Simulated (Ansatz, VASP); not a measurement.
**Nb5O: VASP beside Ansatz**

```
CELL_PARAMETERS angstrom
3.87772 0.00000 0.00000
-1.93886 3.35820 0.00000
0.00000 0.00000 6.89430
ATOMIC_POSITIONS crystal
Nb 0.33333 0.66667 0.32014
Nb 0.66667 0.33333 0.32014
Nb 0.66667 0.33333 0.67986
Nb 0.33333 0.66667 0.67986
Nb 0.00000 0.00000 0.00000
O 0.00000 0.00000 0.50000
```

Alike in both runs: task single point; functional PBE; k mesh 6 × 6 × 4; occupations gaussian, width 0.1 eV; no spin polarisation.

```csv
,VASP,Ansatz
version,VASP 6.6.1,Ansatz 0.2.0
potentials or method,"VASP PAW PBE potentials, release 64 (Nb_sv, O), cutoff 520 eV","scalar-relativistic, plane waves, PAW"
valence electrons in the cell,71,71
```

```csv
,VASP,Ansatz,Ansatz less VASP
gap on the k mesh at the Fermi level (eV),none,none,-
rms of the force components (eV/Å),2.399,2.389,-0.0099
```

Atom by atom the forces differ by 0.010 eV/Å (rms over components). A gap of «none» marks a metal or a gap that the smearing closes.
